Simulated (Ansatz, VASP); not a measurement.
## One calculation of MgB2, two programs

The input INCAR:

```
  ALGO = Normal
  EDIFF = 1E-6
  ENCUT = 520
  GGA = CA
  ISIF = 2
  ISMEAR = -1
  LASPH = True
  LCHARG = True
  LELF = True
  LREAL = False
  LVHAR = True
  LWAVE = False
  NBANDS = 11
  NELM = 60
  PREC = Accurate
  SIGMA = 0.05
```

Contents of KPOINTS:

```
k-points
0
Gamma
  12 12 9
```

File POSCAR:

```
MgB2
1.0
    3.1054317692      0.0000000000      0.0000000000
   -1.5527158846      2.6893828019      0.0000000000
    0.0000000000      0.0000000000      3.5463318058
Mg B
1 2
Direct
    0.0000000000      0.0000000000      0.0000000000
    0.3333333333      0.6666666667      0.5000000000
    0.6666666667      0.3333333333      0.5000000000
```

Input for Ansatz:

```yaml
crystal:
  lattice:
    - [3.1054317692, 0.0, 0.0]
    - [-1.5527158846, 2.6893828019, 0.0]
    - [0.0, 0.0, 3.5463318058]
  atoms:
    - { symbol: Mg, position: [0.0, 0.0, 0.0] }
    - { symbol: B, position: [0.3333333333, 0.6666666667, 0.5] }
    - { symbol: B, position: [0.6666666667, 0.3333333333, 0.5] }
kpoints:
  mp_grid: { grid: [12, 12, 9] }
  band_path:
    path:
      - [0.0, 0.0, 0.0]
      - [0.5, 0.0, 0.0]
      - [0.3333333333, 0.3333333333, 0.0]
      - [0.0, 0.0, 0.0]
      - [0.0, 0.0, 0.5]
      - [0.5, 0.0, 0.5]
      - [0.3333333333, 0.3333333333, 0.5]
      - [0.0, 0.0, 0.5]
      - [0.5, 0.0, 0.5]
    npoints: 5
scf:
  occupations: { method: fermi_dirac, width: 0.05 }
hamiltonian:
  xc: lda
  pseudopotentials: { kind: all_electron, lapw: { basis_error: 0.0005 } }
output:
  forces: true
  stress: true
  eigenvalues: true
```

Change from the starting cell: volume scaled by 1.02.

Alike in both runs: task single point; functional LDA; k mesh 12 × 12 × 9; occupations fermi-dirac, width 0.05 eV; no spin polarisation.

```csv
,VASP,Ansatz
version,VASP 6.6.1,Ansatz 0.2.0
potentials or method,"VASP PAW LDA potentials, release 64 (Mg, B), cutoff 520 eV","all-electron LAPW, scalar-relativistic"
```

VASP gave:

```
pressure (GPa)                                                : -10.8
traceless stress, the component that is largest in VASP (GPa) : 1.54
```

Question: What did Ansatz give for the same quantities?

Answer: Pressure (GPa): -10.2; traceless stress, the component that is largest in VASP (GPa): 1.67.

LDA's correlation is that of Perdew and Zunger in VASP and of Perdew and Wang (1992) in Ansatz. Ansatz ran all-electron here, and VASP with PAW potentials.
